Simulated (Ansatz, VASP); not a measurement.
# CsGaAg2: VASP beside Ansatz

```
Cs Ga Ag
1.0
     2.34433    1.35350    6.77066
    -2.34433    1.35350    6.77066
     0.00000   -2.70700    6.77066
Cs Ga Ag
1 1 2
Cartesian
  0.0000 0.0000 0.0000
  0.0000 0.0000 10.1560
  0.0000 0.0000 3.6864
  0.0000 0.0000 16.6256
```

Alike in both runs: functional PBE; k mesh 6 × 6 × 6; occupations gaussian, width 0.1 eV; no spin polarisation.

Ansatz relaxed the structure, and its values are those at the end. VASP's run is a single point on that final structure, the one shown.

```csv
,VASP,Ansatz
version,VASP 6.6.1,Ansatz 0.2.0
potentials or method,"VASP PAW PBE potentials, release 64 (Cs_sv, Ga_d, Ag), cutoff 520 eV","scalar-relativistic, plane waves, PAW"
valence electrons in the cell,44,60
```

|  | VASP | Ansatz | Ansatz less VASP |
| --- | --- | --- | --- |
| gap on the k mesh at the Fermi level (eV) | none | none | - |
| pressure (GPa) | 0.2 | 0.2 | -0.02 |

A gap of «none» marks a metal or a gap that the smearing closes. The functional is the same, so the differences come from potentials, cutoffs and numerics. VASP's potentials hold 44 valence electrons a cell and Ansatz's 60, so a difference there can come from the potentials and not from the codes.

Neither program's run includes spin-orbit coupling.
